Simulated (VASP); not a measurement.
Write the native input for VASP 6.6.1 that does the following.

```yaml
Task: relaxation of cell and atoms
Functional: PBEsol
Potentials_or_basis: VASP PAW PBE potentials, release 64 (Bi_d, As)
Cutoff: 600 eV
k_mesh: 12 × 12 × 12
Occupations: fermi-dirac, width 0.08 eV
Spin: no spin polarisation
Dipole_correction: no
Further_INCAR_settings: ALGO = Normal; EDIFF = 1e-06; IBRION = 2; EDIFFG = -0.005; NSW = 60; ISIF = 3
```

The structure of BiAs (CsCl type) lies in POSCAR:

```
BiAs
1.0
    3.2421526358      0.0000000000      0.0000000000
    0.0000000000      3.2421526358      0.0000000000
    0.0000000000      0.0000000000      3.2421526358
Bi As
1 1
Direct
    0.0000000000      0.0000000000      0.0000000000
    0.5000000000      0.5000000000      0.5000000000
```

One way to write it, as run:

INCAR

```
SYSTEM = BiAs
ALGO = Normal
EDIFF = 1E-6
EDIFFG = -0.005
ENCUT = 600
GGA = PS
IBRION = 2
ISIF = 3
ISMEAR = -1
LASPH = .True.
LCHARG = .False.
LREAL = .False.
LWAVE = .False.
NELM = 100
NSW = 60
PREC = Accurate
SIGMA = 0.08
```

KPOINTS

```
k-points
0
Gamma
  12 12 12
  0 0 0
```

Potentials or basis: VASP PAW PBE potentials, release 64 (Bi_d, As).

Command:

```sh
$ cat potpaw_PBE.64/Bi_d/POTCAR potpaw_PBE.64/As/POTCAR > POTCAR
$ mpirun -np 1 vasp_std > vasp.out
```

It gave:

| Quantity | Value |
| --- | --- |
| Relaxed volume | 23.94 Å³/atom |
| Relaxed cell | a = 3.631 Å, b = 3.631 Å, c = 3.631 Å, α = 90.00°, β = 90.00°, γ = 90.00° |
| Space group after relaxing (to 0.05 Å) | Pm-3m (No. 221) |
| Energy gained by relaxing | 869.8 meV/atom |
| Ionic steps | 5 |
| Pressure after relaxing | 0.0 GPa |
| Band gap on the k mesh | zero (band 10 reaches 8.54 eV, above the bottom of band 11 at 4.98 eV) |

Caveat: the volume moved by over 15 % at a fixed basis, so the end points are rough; the PAW data sets were made with another functional, which shifts forces and pressure a little; spin-orbit coupling is left out, which moves the levels of the heavy elements.

Wall time 2.4 min on 1 thread of Intel(R) Xeon(R) Platinum 8259CL CPU @ 2.50GHz (Skylake/Cascade Lake) (shared host), peak memory 0.2 GiB.
